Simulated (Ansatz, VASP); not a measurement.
Fe: VASP beside Ansatz

```xyz
1
Lattice="2.4064 0.0000 0.0000 0.0000 2.4064 0.0000 0.0000 0.0000 2.4064" Properties=species:S:1:pos:R:3 pbc="T T T"
Fe    0.0000    0.0000    0.0000
```

Alike in both runs: task single point; functional BLYP; k mesh 21 × 21 × 21; occupations fermi-dirac, width 0.05 eV; collinear spin.

|  | VASP | Ansatz |
| --- | --- | --- |
| version | VASP 6.6.1 | Ansatz 0.2.0 |
| potentials or method | VASP PAW PBE potentials, release 64 (Fe), cutoff 520 eV | plane waves (420 eV) with PAW, scalar-relativistic |
| valence electrons in the cell | 8 | 16 |

Ansatz gave:

```
net moment per atom (μB)                                      : 2.43
size of the moment on the site where the two differ most (μB) : 2.40
```

Q: Which values does VASP return?

A: net moment per atom (μB): 2.42; size of the moment on the site where the two differ most (μB): 2.41.

VASP's potentials were made for PBE, not for BLYP. Site moments also hang on the region over which each program counts them. The functional is the same, so the differences come from potentials, cutoffs and numerics. VASP's potentials hold 8 valence electrons a cell and Ansatz's 16, so a difference there can come from the potentials and not from the codes.
